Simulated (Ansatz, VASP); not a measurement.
Two plane-wave programs on ZnCd5O6

```xyz
12
Lattice="3.3038 0.0000 -0.0004 0.0000 4.7892 0.0000 -0.1532 0.0000 9.9476" Properties=species:S:1:pos:R:3 pbc="T T T"
Zn    0.0000    4.6428    0.0000
Cd    3.2098    4.7811    3.2604
Cd    1.5753    2.3898    4.9736
Cd   -0.0592    4.7811    6.6868
Cd    1.5450    2.3645    8.3418
Cd    1.6057    2.3645    1.6054
O     3.2042    2.3954    3.2978
O     1.5753    4.7873    4.9736
O    -0.0535    2.3954    6.6494
O     1.7072    0.0286    8.4589
O     0.0000    2.5644    0.0000
O     1.4435    0.0286    1.4883
```

Change from the starting cell: the structure that the rattled cell fell into.

Alike in both runs: functional PBE; k mesh 12 × 8 × 4; occupations gaussian, width 0.1 eV; no spin polarisation.

Ansatz relaxed the structure, and its values are those at the end. VASP's run is a single point on that final structure, the one shown.

```csv
,VASP,Ansatz
version,VASP 6.6.1,Ansatz 0.2.0
potentials or method,"VASP PAW PBE potentials, release 64 (Zn, Cd, O), cutoff 520 eV","scalar-relativistic, plane waves, PAW"
valence electrons in the cell,108,148
```

|  | VASP | Ansatz | Ansatz less VASP |
| --- | --- | --- | --- |
| gap on the k mesh at the Fermi level (eV) | none | none | - |
| pressure (GPa) | 1.2 | 0.0 | -1.20 |
| rms of the force components (eV/Å) | 0.015 | 0.003 | -0.0120 |

A gap of «none» marks a metal or a gap that the smearing closes. With one functional, cell and mesh, what is left measures potentials, basis and numerics. VASP's potentials hold 108 valence electrons a cell and Ansatz's 148, so a difference there can come from the potentials and not from the codes.
